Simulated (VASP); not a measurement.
Write the native input for VASP 6.6.1 that does the following.

* Task: molecular dynamics
* Functional: PBE
* Potentials or basis: VASP PAW PBE potentials, release 64 (C, Y_sv)
* Cutoff: 520 eV
* k mesh: 2 × 3 × 2
* Occupations: gaussian, width 0.1 eV
* Spin: no spin polarisation
* Dipole correction: no
* Further INCAR settings: ALGO = Normal; EDIFF = 1e-05; NBANDS = 64; ISYM = 0; IBRION = 0; POTIM = 1.5; NSW = 20

The structure of Y2C lies in POSCAR:

```
Y2C
1.0
    7.2654370000     -1.3946100000      0.4979000000
    0.2424410000      5.2953930000      0.1525580000
   -1.5186250000     -1.0985390000      7.1072350000
C Y
4 8
Direct
    0.5755860000      0.9289100000      0.7713640000
    0.5174490000      0.2014290000      0.6466020000
    0.8854770000      0.1204150000      0.3073560000
    0.6290190000      0.9129460000      0.1975040000
    0.8162000000      0.6874310000      0.4153290000
    0.8643700000      0.2421290000      0.6492780000
    0.2016080000      0.0689810000      0.4589630000
    0.3285270000      0.0338660000      0.0587880000
    0.3246750000      0.4935630000      0.8152790000
    0.7306210000      0.2983980000      0.0405350000
    0.9159390000      0.7987890000      0.8941020000
    0.1497920000      0.5219130000      0.2044400000
```

The input as run:

INCAR

```
SYSTEM = Y2C
PREC = Accurate
ENCUT = 520
EDIFF = 1E-5
ISMEAR = 0
SIGMA = 0.1
LREAL = .FALSE.
LASPH = .TRUE.
NELM = 100
ALGO = Normal
ISIF = 2
LWAVE = .FALSE.
LCHARG = .FALSE.
GGA = PE
NBANDS = 64
IBRION = 0
NSW = 20
POTIM = 1.5
TEBEG = 600.0
TEEND = 600.0
ISYM = 0
NELMIN = 4
RANDOM_SEED = 152799 0 0
MDALGO = 2
SMASS = 0
```

KPOINTS

```
Automatic mesh
0
G
  2 3 2
  0 0 0
```

Potentials or basis: VASP PAW PBE potentials, release 64 (C, Y_sv).

Launch:

```console
$ cat potpaw_PBE.64/C/POTCAR potpaw_PBE.64/Y_sv/POTCAR > POTCAR
$ mpirun -np 1 vasp_std > vasp.out
```

Wall time 20 min on 1 thread of Intel(R) Xeon(R) Platinum 8488C (Sapphire Rapids) (shared host), peak memory 0.6 GiB.
